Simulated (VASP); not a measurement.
# PbO (Pmmn) in VASP: single point with PBE+D3(BJ)

Aim: the single point of PbO with PBE+D3(BJ).

Everything below comes from runs of VASP 6.6.1. Logs are shortened: lines on timing, memory, paths and dates and some standing lists are left out, and cuts for length are marked.

## 1. The cell of the first run

Symmetry: Pmmn, No. 59, orthorhombic system. The conventional cell has a = 4.004 Å, b = 4.155 Å, c = 4.958 Å, α = 90.00°, β = 90.00°, γ = 90.00°. Within 3.1 Å of Pb (site symmetry mm2) lie 4 O at 2.34 to 2.37 Å. Within 3.1 Å of O (site symmetry mm2) lie 4 Pb at 2.34 to 2.37 Å and 4 O at 2.89 Å.

## 2. Single point, PBE+D3(BJ) (uniaxial strain along a: +3.0 %)

INCAR reads:

```
PREC = Accurate ; ENCUT = 600
EDIFF = 1E-6 ; ISMEAR = 0
SIGMA = 0.02 ; LREAL = F
LASPH = T ; NELM = 120
ALGO = Normal ; ISIF = 2
LWAVE = F ; LCHARG = F
GGA = PE ; IVDW = 12
NBANDS = 28 ; GGA_COMPAT = F
```

KPOINTS reads:

```
Automatic mesh
0
Gamma
  8 8 6
```

POSCAR reads:

```
PbO
1.0
    4.1549679998      0.0000000000      0.0000000000
    0.0000000000      4.0036948930      0.0000000000
    0.0000000000      0.0000000000      4.9575286104
Pb O
2 2
Direct
    0.0000000000      0.5000000000      0.2376724500
    0.5000000000      0.0000000000      0.7623275500
    0.0000000000      0.0000000000     -0.0086706732
    0.5000000000      0.5000000000      0.0086706732
```

Potentials or basis: VASP PAW PBE potentials, release 64 (Pb_d, O).

Run with:

```sh
$ cat potpaw_PBE.64/Pb_d/POTCAR potpaw_PBE.64/O/POTCAR > POTCAR
$ mpirun -np 1 vasp_std > vasp.out
```

OUTCAR:

```text
PREC = Accurate
   ENCUT = 600
   EDIFF = 1E-6
   ISMEAR = 0
   LREAL = F
   LASPH = T
   NELM = 120
   ISIF = 2
   GGA = PE
   IVDW = 12
 IVDW          = 12

 ion  position               nearest neighbor table
   1  0.000  0.500  0.238-   3 2.34   3 2.34   4 2.37   4 2.37   2 3.73   2 3.73   2 3.73   2 3.73
                             2 3.88   2 3.88   2 3.88   2 3.88
   2  0.500  0.000  0.762-   4 2.34   4 2.34   3 2.37   3 2.37   1 3.73   1 3.73   1 3.73   1 3.73
                             1 3.88   1 3.88   1 3.88   1 3.88
   3  0.000  0.000  0.991-   1 2.34   1 2.34   2 2.37   2 2.37
   4  0.500  0.500  0.009-   2 2.34   2 2.34   1 2.37   1 2.37

  LATTYP: Found a simple orthorhombic cell.
 ALAT       =     4.0036948930
 B/A-ratio  =     1.0377833753
 C/A-ratio  =     1.2382383630

  Lattice vectors:

 A1 = (   0.0000000000,  -4.0036948930,   0.0000000000)
 A2 = (   4.1549679998,   0.0000000000,   0.0000000000)
 A3 = (   0.0000000000,   0.0000000000,   4.9575286104)

Analysis of symmetry for initial positions (statically):
=====================================================================
 Subroutine PRICEL returns:
 Original cell was already a primitive cell.

 Routine SETGRP: Setting up the symmetry group for a
 simple orthorhombic supercell.

 Subroutine GETGRP returns: Found  8 space group operations
 (whereof  4 operations were pure point group operations)
 out of a pool of  8 trial point group operations.

The static configuration has the point symmetry C_2v.
 The point group associated with its full space group is D_2h.

Analysis of symmetry for dynamics (positions and initial velocities):
=====================================================================
 Subroutine PRICEL returns:
 Original cell was already a primitive cell.

 Routine SETGRP: Setting up the symmetry group for a
 simple orthorhombic supercell.

 Subroutine GETGRP returns: Found  8 space group operations
 (whereof  4 operations were pure point group operations)
 out of a pool of  8 trial point group operations.

The dynamic configuration has the point symmetry C_2v.
 The point group associated with its full space group is D_2h.

 Subroutine INISYM returns: Found  8 space group operations
 (whereof  4 operations are pure point group operations),
 and found     1 'primitive' translations

----------------------------------------------------------------------------------------

                                     Primitive cell

  volume of cell :      82.4696

  direct lattice vectors                    reciprocal lattice vectors
     4.154968000  0.000000000  0.000000000     0.240675740  0.000000000  0.000000000
     0.000000000  4.003694893  0.000000000     0.000000000  0.249769282  0.000000000
     0.000000000  0.000000000  4.957528610     0.000000000  0.000000000  0.201713410

  length of vectors
     4.154968000  4.003694893  4.957528610     0.240675740  0.249769282  0.201713410

  position of ions in fractional coordinates (direct lattice)
     0.000000000  0.500000000  0.237672450
     0.500000000  0.000000000  0.762327550
     0.000000000  0.000000000  0.991329327
     0.500000000  0.500000000  0.008670673

  ion indices of the primitive-cell ions
   primitive index   ion index
                 1           1
                 2           2
                 3           3
                 4           4

----------------------------------------------------------------------------------------

 KPOINTS: Automatic mesh

Automatic generation of k-mesh.
 Grid dimensions read from file:
 generate k-points for:    8    8    6

 Generating k-lattice:

  Cartesian coordinates                     Fractional coordinates (reciprocal lattice)
     0.030084468  0.000000000  0.000000000     0.125000000  0.000000000  0.000000000
     0.000000000  0.031221160  0.000000000     0.000000000  0.125000000  0.000000000
     0.000000000  0.000000000  0.033618902     0.000000000  0.000000000  0.166666667

  Length of vectors
     0.030084468  0.031221160  0.033618902

  Shift w.r.t. Gamma in fractional coordinates (k-lattice)
     0.000000000  0.000000000  0.000000000

 Subroutine IBZKPT returns following result:
 ===========================================

 Found    100 irreducible k-points:

 Following reciprocal coordinates:
            Coordinates               Weight
  0.000000  0.000000  0.000000      1.000000
  0.125000  0.000000  0.000000      2.000000
  0.250000  0.000000  0.000000      2.000000
  0.375000  0.000000  0.000000      2.000000
  0.500000  0.000000  0.000000      1.000000
  0.000000  0.125000  0.000000      2.000000
[... 16 lines left out ...]
  0.250000  0.500000  0.000000      2.000000
  0.375000  0.500000  0.000000      2.000000
 [... further k-points ...]
   k-points           NKPTS =    100   k-points in BZ     NKDIM =    100   number of bands    NBANDS=     28
   number of dos      NEDOS =    301   number of ions     NIONS =      4
   total plane-waves  NPLWV =  46080
   dimension x,y,z NGX =    36 NGY =   32 NGZ =   40
   dimension x,y,z NGXF=    72 NGYF=   64 NGZF=   80
   ions per type =               2   2
   NGX,Y,Z   is equivalent  to a cutoff of  14.40, 13.29, 13.41 a.u.
   NGXF,Y,Z  is equivalent  to a cutoff of  28.81, 26.57, 26.83 a.u.
 SYSTEM =  unknown system
   PREC   = accura    normal or accurate (medium, high low for compatibility)
   ISTART =      0    job   : 0-new  1-cont  2-samecut
   ICHARG =      2    charge: 1-file 2-atom 10-const
   ISPIN  =      1    spin polarized calculation?
   LNONCOLLINEAR =      F non collinear calculations
   LSORBIT =      F    spin-orbit coupling
   LASPH  =      T    aspherical Exc in radial PAW
   ENCUT  =  600.0 eV  44.10 Ry    6.64 a.u.   8.30  8.00  9.90*2*pi/ulx,y,z
   NELM   =    120;   NELMIN=  2; NELMDL= -5     # of ELM steps
   EDIFF  = 0.1E-05   stopping-criterion for ELM
   LREAL  =      F    real-space projection
   EDIFFG = 0.1E-04   stopping-criterion for IOM
   NSW    =      0    number of steps for IOM
   IBRION =     -1    ionic relax: 0-MD 1-quasi-New 2-CG
   NFREE  =      0    steps in history (QN), initial steepest desc. (CG)
   ISIF   =      2    stress and relaxation
   ISYM   =      2    0-nonsym 1-usesym 2-fastsym
   POTIM  = 0.5000    time-step for ionic-motion
   TEBEG  =    0.0;   TEEND  =   0.0 temperature during run
   PSTRESS=    0.0 pullay stress
   NELECT =      40.0000    total number of electrons
   NUPDOWN=      -1.0000    fix difference up-down
   EMIN   =  10.00;   EMAX   =-10.00  energy-range for DOS
   EFERMI =   0.00;   METHOD = LEGACY
   ISMEAR =     0;   SIGMA  =   0.02  broadening in eV -4-tet -1-fermi 0-gaus
   EFERMI_NEDOS =   21; number of points for ismear=-14 and -15
   IALGO  =     38    algorithm
   IMIX   =      4    mixing-type and parameters
     AMIX     =   0.40;   BMIX     =  1.00
     AMIX_MAG =   1.60;   BMIX_MAG =  1.00
  volume/ion in A,a.u.               =      20.62       139.13
  Fermi-wavevector in a.u.,A,eV,Ry     =   1.286264  2.430687 22.510509  1.654476
  Thomas-Fermi vector in A             =   2.418349
   LORBIT       =      0    0 simple, 1 ext, 2 COOP (PROOUT), +10 PAW based schemes
   GGA     = PE    functional components
   LHFCALC =     F    Hartree Fock is set to
   AEXX    =    0.0000 exact exchange contribution
   IVDW    =    12    specifies the selected vdW correction
   LEPSILON=     F    determine dielectric tensor
   LRPA    =     F    only Hartree local field effects (RPA)
 non-spin polarized calculation
 Gauss-broadening in eV      SIGMA  =   0.02
  energy-cutoff  :      600.00
  volume of cell :       82.47
 maximum number of plane-waves:      2776
 NGX is ok and might be reduce to    36
   NGX = 17   NGY = 15   NGZ = 19

 number of electron      40.0000003 magnetization

 Free energy of the ion-electron system (eV)
  ---------------------------------------------------
  ext. energy  EPLUGINS =         0.00000000
  ---------------------------------------------------
  free energy    TOTEN  =       -21.47565178 eV

  energy without entropy =      -21.47565178  energy(sigma->0) =      -21.47565178

 E-fermi :   4.7566     XC(G=0):  -9.6607

 val. band max:        4.6095674401   @ k =   0.0000   0.1250   0.0000
 cond. band min:       5.9335165955   @ k =   0.5000   0.5000   0.0000
 fundamental gap:      1.3239491554
 Fermi energy:         4.7566365062

 k-point     1 :       0.0000    0.0000    0.0000
  band No.  band energies     occupation
      1     -13.2572      2.00000
      2     -12.8922      2.00000
      3     -11.2702      2.00000
      4     -11.2675      2.00000
      5     -11.2253      2.00000
      6     -11.1731      2.00000
[... 20 lines left out ...]
     27      12.1996      0.00000
     28      12.7730      0.00000

 k-point     2 :       0.1250    0.0000    0.0000
  band No.  band energies     occupation
      1     -13.2285      2.00000
      2     -12.8951      2.00000
      3     -11.2612      2.00000
      4     -11.2611      2.00000
      5     -11.2171      2.00000
      6     -11.1674      2.00000
[... 20 lines left out ...]
     27      12.4270      0.00000
     28      13.4595      0.00000

 k-point     3 :       0.2500    0.0000    0.0000
  band No.  band energies     occupation
      1     -13.1554      2.00000
      2     -12.9076      2.00000
      3     -11.2436      2.00000
      4     -11.2363      2.00000
      5     -11.1925      2.00000
      6     -11.1539      2.00000
[... 20 lines left out ...]
     27      12.6992      0.00000
     28      14.9833      0.00000

 k-point     4 :       0.3750    0.0000    0.0000
  band No.  band energies     occupation
      1     -13.0676      2.00000
      2     -12.9379      2.00000
      3     -11.2181      2.00000
      4     -11.2056      2.00000
      5     -11.1644      2.00000
      6     -11.1570      2.00000
[... 578 lines left out ...]
     27      13.6500      0.00000
     28      13.6500      0.00000

 k-point    23 :       0.2500    0.5000    0.0000
  band No.  band energies     occupation
      1     -12.9996      2.00000
      2     -12.9996      2.00000
      3     -11.1696      2.00000
      4     -11.1696      2.00000
      5     -11.1599      2.00000
      6     -11.1599      2.00000
[... 20 lines left out ...]
     27      13.2438      0.00000
     28      13.2438      0.00000

 k-point    24 :       0.3750    0.5000    0.0000
  band No.  band energies     occupation
      1     -12.9861      2.00000
      2     -12.9861      2.00000
      3     -11.1812      2.00000
      4     -11.1812      2.00000
      5     -11.1176      2.00000
      6     -11.1176      2.00000
[... 20 lines left out ...]
     27      12.9939      0.00000
     28      12.9939      0.00000

 [... further k-points ...]

------------------------ aborting loop because EDIFF is reached ----------------------------------------

 Edisp (eV)   -0.92066

 E8    (eV) :    -0.4224

  FORCE on cell =-STRESS in cart. coord.  units (eV):
  Direction    XX          YY          ZZ          XY          YZ          ZX
  --------------------------------------------------------------------------------------
  -------------------------------------------------------------------------------------
  Total      -0.79577    -0.80347    -0.35298     0.00000     0.00000     0.00000
  in kB     -15.45973   -15.60937    -6.85749     0.00000     0.00000     0.00000
  external pressure =      -12.64 kB  Pullay stress =        0.00 kB

 VOLUME and BASIS-vectors are now :
 -----------------------------------------------------------------------------
  energy-cutoff  :      600.00
  volume of cell :       82.47
      direct lattice vectors                 reciprocal lattice vectors
     4.154968000  0.000000000  0.000000000     0.240675740  0.000000000  0.000000000
     0.000000000  4.003694893  0.000000000     0.000000000  0.249769282  0.000000000
     0.000000000  0.000000000  4.957528610     0.000000000  0.000000000  0.201713410

 POSITION                                       TOTAL-FORCE (eV/Angst)
 -----------------------------------------------------------------------------------
      0.00000      2.00185      1.17827         0.000000      0.000000     -0.092303
      2.07748      0.00000      3.77926         0.000000      0.000000      0.092303
      0.00000      0.00000      4.91454         0.000000      0.000000      0.013035
      2.07748      2.00185      0.04299         0.000000      0.000000     -0.013035
 -----------------------------------------------------------------------------------
    total drift:                                0.000000     -0.000000     -0.000000

  FREE ENERGIE OF THE ION-ELECTRON SYSTEM (eV)
  ---------------------------------------------------
  free  energy   TOTEN  =       -22.3963140560 eV

  energy  without entropy=      -22.3963140560  energy(sigma->0) =      -22.39631406
```

Wall time 4.9 min (1 thread of Intel Xeon 8259CL, shared host); peak memory 0.38 GiB.

What came out:

* Free energy: -22.3963 eV
* Pressure: -1.3 GPa
* Largest force: 0.092 eV/Å
* Band gap on the k mesh: 1.32 eV (least direct gap 2.18 eV)
* Dispersion energy per atom: -0.230 eV

Forces on the atoms (eV/Å):
```
Pb   0.000  0.000 -0.092
Pb   0.000  0.000  0.092
O    0.000  0.000  0.013
O    0.000  0.000 -0.013
```

Caveat: the cell differs from its parent crystal (uniaxial strain along a: +3.0 %); spin-orbit coupling is left out, which moves the levels of the heavy elements.
